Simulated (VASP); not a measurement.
# SiPdRu5 (P6/mmm) in VASP: notebook

The runs below take SiPdRu5 through single point, with PBE.

Program: VASP 6.6.1. These are calculated values, not measurements. Logs are shortened: lines on timing, memory, paths and dates and some standing lists are left out, and cuts for length are marked.

### 1 The cell of the first run

The structure is hexagonal, space group P6/mmm (No. 191). The conventional cell has a = 7.644 Å, b = 7.644 Å, c = 4.383 Å, α = 90.00°, β = 90.00°, γ = 120.00°. Si (site symmetry 6/mmm) has 2 Pd at 2.19 Å within 2.9 Å. Ru (site symmetry mmm) has 2 Ru at 2.21 Å within 2.9 Å. Within 2.9 Å of Ru (site symmetry -6m2) lie 3 Ru at 2.21 Å. Pd (site symmetry 6/mmm) has 2 Si at 2.19 Å within 2.9 Å.

The cell was built from a structure type or drawn by symmetry, and may not be a known phase.

### 2 Single point, PBE

File INCAR:

```
PREC = Accurate
ENCUT = 500
EDIFF = 1E-6
ISMEAR = 0
SIGMA = 0.2
LREAL = False
LASPH = True
NELM = 120
ALGO = Normal
ISIF = 2
LWAVE = False
LCHARG = True
GGA = PE
LELF = True
LVHAR = True
NBANDS = 51
GGA_COMPAT = False
```

File KPOINTS:

```
regular mesh
0
Gamma
  3 3 4
```

File POSCAR:

```
SiPdRu5
1.0
    7.6439930610      0.0000000037      0.0000000000
   -3.8219965337      6.6198921753      0.0000000000
    0.0000000000      0.0000000000      4.3834944518
Si Ru Pd
1 5 1
Direct
    0.0000000000      0.0000000000      0.0000000000
    0.5000000000      0.0000000000      0.0000000000
    0.0000000000      0.5000000000      0.0000000000
    0.5000000000      0.5000000000      0.0000000000
    0.3333333333      0.6666666667      0.0000000000
    0.6666666667      0.3333333333      0.0000000000
    0.0000000000      0.0000000000      0.5000000000
```

Potentials or basis: VASP PAW PBE potentials, release 64 (Si, Ru_pv, Pd).

Started as:

```console
$ cat potpaw_PBE.64/Si/POTCAR potpaw_PBE.64/Ru_pv/POTCAR potpaw_PBE.64/Pd/POTCAR > POTCAR
$ mpirun -np 1 vasp_std > vasp.out
```

OUTCAR:

```text
PREC = Accurate
   ENCUT = 500
   EDIFF = 1E-6
   ISMEAR = 0
   LREAL = False
   LASPH = True
   NELM = 120
   ISIF = 2
   GGA = PE

 ion  position               nearest neighbor table
   1  0.000  0.000  0.000-   7 2.19   7 2.19
   2  0.500  0.000  0.000-   5 2.21   6 2.21
   3  0.000  0.500  0.000-   5 2.21   6 2.21
   4  0.500  0.500  0.000-   5 2.21   6 2.21
   5  0.333  0.667  0.000-   2 2.21   3 2.21   4 2.21
   6  0.667  0.333  0.000-   2 2.21   3 2.21   4 2.21
   7  0.000  0.000  0.500-   1 2.19   1 2.19

  LATTYP: Found a hexagonal cell.
 ALAT       =     7.6439930610
 C/A-ratio  =     0.5734561003

  Lattice vectors:

 A1 = (   7.6439930610,   0.0000000037,   0.0000000000)
 A2 = (  -3.8219965337,   6.6198921753,   0.0000000000)
 A3 = (   0.0000000000,   0.0000000000,   4.3834944518)

Analysis of symmetry for initial positions (statically):
=====================================================================
 Subroutine PRICEL returns:
 Original cell was already a primitive cell.

 Routine SETGRP: Setting up the symmetry group for a
 hexagonal supercell.

 Subroutine GETGRP returns: Found 24 space group operations
 (whereof 24 operations were pure point group operations)
 out of a pool of 24 trial point group operations.

The static configuration has the point symmetry D_6h.

Analysis of symmetry for dynamics (positions and initial velocities):
=====================================================================
 Subroutine PRICEL returns:
 Original cell was already a primitive cell.

 Routine SETGRP: Setting up the symmetry group for a
 hexagonal supercell.

 Subroutine GETGRP returns: Found 24 space group operations
 (whereof 24 operations were pure point group operations)
 out of a pool of 24 trial point group operations.

The dynamic configuration has the point symmetry D_6h.

 Subroutine INISYM returns: Found 24 space group operations
 (whereof 24 operations are pure point group operations),
 and found     1 'primitive' translations

----------------------------------------------------------------------------------------

                                     Primitive cell

  volume of cell :     221.8154

  direct lattice vectors                    reciprocal lattice vectors
     7.643993061  0.000000004  0.000000000     0.130821678  0.075529931  0.000000000
    -3.821996534  6.619892175  0.000000000    -0.000000000  0.151059862  0.000000000
     0.000000000  0.000000000  4.383494452     0.000000000  0.000000000  0.228128497

  length of vectors
     7.643993061  7.643993061  4.383494452     0.151059862  0.151059862  0.228128497

  position of ions in fractional coordinates (direct lattice)
     0.000000000  0.000000000  0.000000000
     0.500000000  0.000000000  0.000000000
     0.000000000  0.500000000  0.000000000
     0.500000000  0.500000000  0.000000000
     0.333333333  0.666666667  0.000000000
     0.666666667  0.333333333  0.000000000
     0.000000000  0.000000000  0.500000000

  ion indices of the primitive-cell ions
   primitive index   ion index
                 1           1
                 2           2
                 3           3
                 4           4
                 5           5
                 6           6
                 7           7

----------------------------------------------------------------------------------------

 KPOINTS: regular mesh

Automatic generation of k-mesh.
 Grid dimensions read from file:
 generate k-points for:    3    3    4

 Generating k-lattice:

  Cartesian coordinates                     Fractional coordinates (reciprocal lattice)
     0.043607226  0.025176644  0.000000000     0.333333333  0.000000000  0.000000000
    -0.000000000  0.050353287  0.000000000     0.000000000  0.333333333  0.000000000
     0.000000000  0.000000000  0.057032124     0.000000000  0.000000000  0.250000000

  Length of vectors
     0.050353287  0.050353287  0.057032124

  Shift w.r.t. Gamma in fractional coordinates (k-lattice)
     0.000000000  0.000000000  0.000000000

 Subroutine IBZKPT returns following result:
 ===========================================

 Found      9 irreducible k-points:

 Following reciprocal coordinates:
            Coordinates               Weight
  0.000000  0.000000  0.000000      1.000000
  0.333333  0.000000  0.000000      6.000000
  0.333333  0.333333  0.000000      2.000000
  0.000000  0.000000  0.250000      2.000000
  0.333333  0.000000  0.250000     12.000000
  0.333333  0.333333  0.250000      4.000000
  0.000000  0.000000  0.500000      1.000000
  0.333333  0.000000  0.500000      6.000000
  0.333333  0.333333  0.500000      2.000000
   k-points           NKPTS =      9   k-points in BZ     NKDIM =      9   number of bands    NBANDS=     51
   number of dos      NEDOS =    301   number of ions     NIONS =      7
   total plane-waves  NPLWV = 100352
   dimension x,y,z NGX =    56 NGY =   56 NGZ =   32
   dimension x,y,z NGXF=   112 NGYF=  112 NGZF=   64
   ions per type =               1   5   1
   NGX,Y,Z   is equivalent  to a cutoff of  12.18, 12.18, 12.14 a.u.
   NGXF,Y,Z  is equivalent  to a cutoff of  24.36, 24.36, 24.27 a.u.
 SYSTEM =  unknown system
   PREC   = accura    normal or accurate (medium, high low for compatibility)
   ISTART =      0    job   : 0-new  1-cont  2-samecut
   ICHARG =      2    charge: 1-file 2-atom 10-const
   ISPIN  =      1    spin polarized calculation?
   LNONCOLLINEAR =      F non collinear calculations
   LSORBIT =      F    spin-orbit coupling
   LASPH  =      T    aspherical Exc in radial PAW
   ENCUT  =  500.0 eV  36.75 Ry    6.06 a.u.  13.94 13.94  7.99*2*pi/ulx,y,z
   NELM   =    120;   NELMIN=  2; NELMDL= -5     # of ELM steps
   EDIFF  = 0.1E-05   stopping-criterion for ELM
   LREAL  =      F    real-space projection
   EDIFFG = 0.1E-04   stopping-criterion for IOM
   NSW    =      0    number of steps for IOM
   IBRION =     -1    ionic relax: 0-MD 1-quasi-New 2-CG
   NFREE  =      0    steps in history (QN), initial steepest desc. (CG)
   ISIF   =      2    stress and relaxation
   ISYM   =      2    0-nonsym 1-usesym 2-fastsym
   POTIM  = 0.5000    time-step for ionic-motion
   TEBEG  =    0.0;   TEEND  =   0.0 temperature during run
   PSTRESS=    0.0 pullay stress
   NELECT =      84.0000    total number of electrons
   NUPDOWN=      -1.0000    fix difference up-down
   EMIN   =  10.00;   EMAX   =-10.00  energy-range for DOS
   EFERMI =   0.00;   METHOD = LEGACY
   ISMEAR =     0;   SIGMA  =   0.20  broadening in eV -4-tet -1-fermi 0-gaus
   EFERMI_NEDOS =   21; number of points for ismear=-14 and -15
   IALGO  =     38    algorithm
   IMIX   =      4    mixing-type and parameters
     AMIX     =   0.40;   BMIX     =  1.00
     AMIX_MAG =   1.60;   BMIX_MAG =  1.00
  volume/ion in A,a.u.               =      31.69       213.84
  Fermi-wavevector in a.u.,A,eV,Ry     =   1.184415  2.238221 19.086794  1.402840
  Thomas-Fermi vector in A             =   2.320630
   LORBIT       =      0    0 simple, 1 ext, 2 COOP (PROOUT), +10 PAW based schemes
   GGA     = PE    functional components
   LHFCALC =     F    Hartree Fock is set to
   AEXX    =    0.0000 exact exchange contribution
   IVDW    =     0    specifies the selected vdW correction
   LEPSILON=     F    determine dielectric tensor
   LRPA    =     F    only Hartree local field effects (RPA)
 non-spin polarized calculation
 Gauss-broadening in eV      SIGMA  =   0.20
  energy-cutoff  :      500.00
  volume of cell :      221.82
 maximum number of plane-waves:      5656
 NGX is ok and might be reduce to    56
   NGX = 27   NGY = 27   NGZ = 15

 number of electron      84.0000004 magnetization

 Free energy of the ion-electron system (eV)
  ---------------------------------------------------
  ext. energy  EPLUGINS =         0.00000000
  ---------------------------------------------------
  free energy    TOTEN  =       -37.82011480 eV

  energy without entropy =      -37.52496394  energy(sigma->0) =      -37.67253937

 E-fermi :   2.4790     XC(G=0):  -8.6299

 val. band max:        2.4600882182   @ k =   0.3333   0.3333   0.5000
 cond. band min:       2.5060963078   @ k =   0.3333   0.3333   0.2500
 fundamental gap:      0.0460080896
 Fermi energy:         2.4789502152

 k-point     1 :       0.0000    0.0000    0.0000
  band No.  band energies     occupation
      1     -41.8835      2.00000
      2     -41.8835      2.00000
      3     -40.7322      2.00000
      4     -40.7322      2.00000
      5     -40.5308      2.00000
      6     -40.1471      2.00000
[... 43 lines left out ...]
     50       4.3776      0.00000
     51       4.3776      0.00000

 k-point     2 :       0.3333    0.0000    0.0000
  band No.  band energies     occupation
      1     -41.8814      2.00000
      2     -41.7469      2.00000
      3     -41.2255      2.00000
      4     -40.7403      2.00000
      5     -40.1336      2.00000
      6     -40.0937      2.00000
[... 43 lines left out ...]
     50       4.0746      0.00000
     51       4.3093      0.00000

 k-point     3 :       0.3333    0.3333    0.0000
  band No.  band energies     occupation
      1     -41.8794      2.00000
      2     -41.5277      2.00000
      3     -41.5277      2.00000
      4     -40.7484      2.00000
      5     -40.1142      2.00000
      6     -40.1142      2.00000
[... 43 lines left out ...]
     50       3.8995      0.00000
     51       3.8996      0.00000
[... 217 lines left out ...]
 k-point     8 :       0.3333    0.0000    0.5000
  band No.  band energies     occupation
      1     -41.8813      2.00000
      2     -41.7468      2.00000
      3     -41.2254      2.00000
      4     -40.7402      2.00000
      5     -40.1348      2.00000
      6     -40.0948      2.00000
[... 43 lines left out ...]
     50       4.4979      0.00000
     51       4.6976      0.00000

 k-point     9 :       0.3333    0.3333    0.5000
  band No.  band energies     occupation
      1     -41.8793      2.00000
      2     -41.5276      2.00000
      3     -41.5276      2.00000
      4     -40.7483      2.00000
      5     -40.1154      2.00000
      6     -40.1154      2.00000
[... 43 lines left out ...]
     50       4.2029      0.00000
     51       5.0029      0.00000

------------------------ aborting loop because EDIFF is reached ----------------------------------------

  FORCE on cell =-STRESS in cart. coord.  units (eV):
  Direction    XX          YY          ZZ          XY          YZ          ZX
  --------------------------------------------------------------------------------------
  -------------------------------------------------------------------------------------
  Total        0.7821657      0.7821657      0.4097879      0.0000000     -0.0000000      0.0000000
  in kB        5.6495995      5.6495995      2.9599072      0.0000000     -0.0000000      0.0000000
  external PRESSURE =       4.7530354 kB  Pullay stress =       0.0000000 kB

 VOLUME and BASIS-vectors are now :
 -----------------------------------------------------------------------------
  energy-cutoff  :      500.00
  volume of cell :      221.82
      direct lattice vectors                 reciprocal lattice vectors
     7.643993061  0.000000004  0.000000000     0.130821678  0.075529931  0.000000000
    -3.821996534  6.619892175  0.000000000    -0.000000000  0.151059862  0.000000000
     0.000000000  0.000000000  4.383494452     0.000000000  0.000000000  0.228128497

 POSITION                                       TOTAL-FORCE (eV/Angst)
 -----------------------------------------------------------------------------------
      0.00000      0.00000      0.00000         0.000000      0.000000     -0.000000
      3.82200      0.00000      0.00000         0.000000      0.000000     -0.000000
     -1.91100      3.30995      0.00000         0.000000      0.000000     -0.000000
      1.91100      3.30995      0.00000         0.000000      0.000000     -0.000000
     -0.00000      4.41326      0.00000        -0.000000     -0.000000     -0.000000
      3.82200      2.20663      0.00000         0.000000      0.000000      0.000000
      0.00000      0.00000      2.19175         0.000000      0.000000     -0.000000
 -----------------------------------------------------------------------------------
    total drift:                               -0.000000      0.000000      0.000000

  FREE ENERGIE OF THE ION-ELECTRON SYSTEM (eV)
  ---------------------------------------------------
  free  energy   TOTEN  =       -37.8201147988 eV

  energy  without entropy=      -37.5249639390  energy(sigma->0) =      -37.67253937
```

Run time: 3.5 min. Hardware: 1 thread of Intel Xeon 8259CL, shared host; peak memory 0.35 GiB.

Results:

```yaml
Free_energy: -37.8201 eV
Pressure: 0.5 GPa
Band_gap_on_the_k_mesh: zero (bands 42 and 43 overlap by 0.78 eV)
```

### 3 Single point, PBE

This run uses another cell than the first one, of 29.50 Å³/atom.

File INCAR:

```
SYSTEM = SiPdRu5
PREC = Accurate ; ENCUT = 500
EDIFF = 1E-6 ; ISMEAR = 0
SIGMA = 0.2 ; LREAL = .FALSE.
LASPH = .TRUE. ; NELM = 120
ALGO = Normal ; ISIF = 2
LWAVE = .FALSE. ; LCHARG = .TRUE.
GGA = PE ; LELF = .TRUE.
LVHAR = .TRUE. ; NBANDS = 51
GGA_COMPAT = .FALSE.
```

File KPOINTS:

```
regular mesh
0
G
  5 5 2
  0 0 0
```

File POSCAR:

```
SiPdRu5
1.0
    5.0874504632      0.0000000000      0.0000000000
   -2.5437252316      4.4058613416      0.0000000000
    0.0000000000      0.0000000000      9.2114498838
Si Ru Pd
1 5 1
Direct
    0.0000000000      0.0000000000      0.0000000000
    0.5000000000      0.0000000000      0.5000000000
    0.0000000000      0.5000000000      0.5000000000
    0.5000000000      0.5000000000      0.5000000000
    0.0000000000      0.0000000000      0.7618287090
    0.0000000000      0.0000000000      0.2381712910
    0.0000000000      0.0000000000      0.5000000000
```

Potentials or basis: VASP PAW PBE potentials, release 64 (Si, Ru_pv, Pd).

Started as:

```console
$ cat potpaw_PBE.64/Si/POTCAR potpaw_PBE.64/Ru_pv/POTCAR potpaw_PBE.64/Pd/POTCAR > POTCAR
$ mpirun -np 1 vasp_std > vasp.out
```

Run time: 4.5 min. Hardware: 1 thread of Intel Xeon 8259CL, shared host; peak memory 0.37 GiB.

Results (log left out):

```
Free energy            : -42.2626 eV
Pressure               : -0.4 GPa
Largest force          : 0.057 eV/Å
Band gap on the k mesh : zero (bands 42 and 43 overlap by 0.56 eV)
```

Forces on the atoms (eV/Å):
```
Si   0.000  0.000  0.000
Ru   0.000  0.000  0.000
Ru   0.000  0.000  0.000
Ru   0.000  0.000  0.000
Ru   0.000  0.000 -0.057
Ru   0.000  0.000  0.057
Pd   0.000  0.000  0.000
```

Stress tensor (GPa, compression positive):
```
-0.54  0.00  0.00
 0.00 -0.54  0.00
 0.00  0.00 -0.03
```

Levels at points of the mesh, in eV from the Fermi level:
```tsv
k point	band 39	band 40	band 41	band 42	band 43	band 44	band 45	band 46
(0.00, 0.00, 0.00)	-0.14	0.29	0.41	0.41	0.57	0.89	0.89	1.87
(0.00, 0.00, 0.50)	-0.40	-0.11	0.29	0.42	0.42	0.89	0.89	1.06
```

(Continued in part 2 of 2.)
